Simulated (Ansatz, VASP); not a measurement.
**One calculation of Ge, two programs**

Contents of INCAR:

```
PREC     = Accurate       # precision mode
ENCUT    = 520            # plane-wave cutoff, eV
EDIFF    = 1E-7           # SCF threshold, eV
ISMEAR   = 0              # smearing method
SIGMA    = 0.15           # smearing width, eV
LREAL    = F              # projectors in reciprocal space
LASPH    = T              # aspherical terms in the spheres
NELM     = 80             # most SCF steps
ALGO     = Fast           # electronic algorithm
ISIF     = 2              # what is computed and relaxed
LWAVE    = F              # write WAVECAR
LCHARG   = T              # write CHGCAR
GGA      = PE             # functional
LELF     = T              # ELF
LVHAR    = T            
NBANDS   = 66             # bands
```

Contents of KPOINTS:

```
regular mesh
0
Gamma
  15 15 4
```

POSCAR

```
Ge
1.0
    4.0391102337      0.0000000000      0.0000000000
   -2.0195551169      3.4979720711      0.0000000000
    0.0000000000      0.0000000000     13.5136511089
Ge
8
Direct
    0.0000000000      0.0000000000      0.4095866298
    0.0000000000      0.0000000000      0.5904133702
    0.0000000000      0.0000000000      0.9095866298
    0.0000000000      0.0000000000      0.0904133702
    0.3333333333      0.6666666667      0.3442031336
    0.6666666667      0.3333333333      0.6557968664
    0.6666666667      0.3333333333      0.8442031336
    0.3333333333      0.6666666667      0.1557968664
```

Input for Ansatz:

```yaml
crystal:
  lattice:
    - [4.0391102337, 0.0, 0.0]
    - [-2.0195551169, 3.4979720711, 0.0]
    - [0.0, 0.0, 13.5136511089]
  atoms:
    - { symbol: Ge, position: [0.0, 0.0, 0.4095866298] }
    - { symbol: Ge, position: [0.0, 0.0, 0.5904133702] }
    - { symbol: Ge, position: [0.0, 0.0, 0.9095866298] }
    - { symbol: Ge, position: [0.0, 0.0, 0.0904133702] }
    - { symbol: Ge, position: [0.3333333333, 0.6666666667, 0.3442031336] }
    - { symbol: Ge, position: [0.6666666667, 0.3333333333, 0.6557968664] }
    - { symbol: Ge, position: [0.6666666667, 0.3333333333, 0.8442031336] }
    - { symbol: Ge, position: [0.3333333333, 0.6666666667, 0.1557968664] }
basis:
  ecutwfc: 420
kpoints:
  mp_grid: { grid: [15, 15, 4] }
hamiltonian:
  xc: pbe
scf:
  occupations: { method: gaussian, width: 0.15 }
output:
  forces: true
  stress: true
  eigenvalues: true
```

Alike in both runs: task single point; functional PBE; k mesh 15 × 15 × 4; occupations gaussian, width 0.15 eV; no spin polarisation.

|  | VASP | Ansatz |
| --- | --- | --- |
| version | VASP 6.6.1 | Ansatz 0.2.0 |
| potentials or method | VASP PAW PBE potentials, release 64 (Ge_d), cutoff 520 eV | scalar-relativistic, plane waves, PAW |
| valence electrons in the cell | 112 | 112 |

|  | VASP | Ansatz | Ansatz less VASP |
| --- | --- | --- | --- |
| gap on the k mesh at the Fermi level (eV) | none | none | - |
| pressure (GPa) | 0.0 | 0.0 | +0.01 |
| traceless stress, the component that is largest in VASP (GPa) | -0.79 | -0.80 | -0.006 |
| rms of the force components (eV/Å) | 0.201 | 0.201 | -0.0001 |

Atom by atom the forces differ by 0.001 eV/Å (rms over components). A gap of «none» marks a metal or a gap that the smearing closes.
